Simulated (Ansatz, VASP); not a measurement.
## WSe3: VASP beside Ansatz

```
W Se
1.0
     3.32388    0.00000    0.00000
     0.00000    7.85740    0.00000
     0.00000    0.00000    7.87485
W Se
2 6
Direct
  0.50000 0.50000 0.52918
  0.00000 0.00000 0.47082
  0.00000 0.50000 0.77573
  0.50000 0.00000 0.22427
  0.00000 0.68274 0.34182
  0.50000 0.81726 0.65818
  0.00000 0.31726 0.34182
  0.50000 0.18274 0.65818
```

Change from the starting cell: species swapped into the InAu3 type (Pmmn, No. 59).

Alike in both runs: functional PBE; k mesh 12 × 6 × 6; occupations gaussian, width 0.1 eV; no spin polarisation.

Ansatz relaxed the structure, and its values are those at the end. VASP's run is a single point on that final structure, the one shown.

```csv
,VASP,Ansatz
version,VASP 6.6.1,Ansatz 0.2.0
potentials or method,"VASP PAW PBE potentials, release 64 (W_sv, Se), cutoff 520 eV","scalar-relativistic, plane waves, PAW"
valence electrons in the cell,64,124
```

Ansatz gave:

| Quantity | Value |
| --- | --- |
| gap on the k mesh at the Fermi level (eV) | none |
| pressure (GPa) | 0.0 |
| rms of the force components (eV/Å) | 0.002 |

**Question.** What did VASP give for the same quantities?

**Answer.** gap on the k mesh at the Fermi level (eV): none; pressure (GPa): 0.2; rms of the force components (eV/Å): 0.013.

A gap of «none» marks a metal or a gap that the smearing closes. The functional is the same, so the differences come from potentials, cutoffs and numerics. VASP's potentials hold 64 valence electrons a cell and Ansatz's 124, so a difference there can come from the potentials and not from the codes.

Spin-orbit coupling is off throughout.
